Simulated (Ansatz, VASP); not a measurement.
KI in VASP and in Ansatz

```
CELL_PARAMETERS angstrom
0.00000 3.50248 3.50248
3.50248 0.00000 3.50248
3.50248 3.50248 0.00000
ATOMIC_POSITIONS crystal
K 0.00000 0.00000 0.00000
I 0.50000 0.50000 0.50000
```

Alike in both runs: functional PBEsol; k mesh 8 × 8 × 8; occupations fermi-dirac, width 0.1 eV; no spin polarisation.

Ansatz relaxed the structure, and its values are those at the end. VASP's run is a single point on that final structure, the one shown.

|  | VASP | Ansatz |
| --- | --- | --- |
| version | VASP 6.6.1 | Ansatz 0.2.0 |
| potentials or method | VASP PAW PBE potentials, release 64 (K_sv, I) | PAW with Ansatz's default frozen-core files, scalar-relativistic |
| plane-wave cutoff (eV) | 520 | 420 |
| valence electrons in the cell | 16 | 26 |

Ansatz gave:

| Item | Value |
| --- | --- |
| pressure (GPa) | 0.0 |

Task: Estimate VASP's values.

Result: Pressure (GPa): 0.1.

VASP's potentials were made for PBE, not for PBEsol. VASP's potentials hold 16 valence electrons a cell and Ansatz's 26, so a difference there can come from the potentials and not from the codes.

Spin-orbit coupling is off throughout.
